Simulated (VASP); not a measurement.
Runs of VASP 6.6.1 on CaO (Lime). The structure is that of space group Fm-3m (No. 225), or close to it. The cells are those of the table. 

```csv
cell,gap on the mesh (eV),pressure (GPa)
"a = 3.310 Å, angles 60.0°, 2 atoms",3.48,7.9
"a = 3.357 Å, angles 60.0°, 2 atoms",3.51,2.1
"a = 3.448 Å, angles 60.0°, 2 atoms",3.55,-6.3
"a = 3.403 Å, angles 60.0°, 2 atoms",3.54,(b)
"a = 3.492 Å, angles 60.0°, 2 atoms",(a),(c)
```

Alike in all rows: task single point; level PBEsol; potentials or basis VASP PAW PBE potentials, release 64 (Ca_sv, O); no spin polarisation; k mesh 8 × 8 × 8; cutoff (eV) 520; smearing gaussian 0.01 eV.

Task: Fill in the values left out.

Result: (a) 3.56; (b) -2.5; (c) -9.3.

Caveats: the PAW data sets were made with another functional, which shifts forces and pressure a little.

A k mesh can miss the band edges.
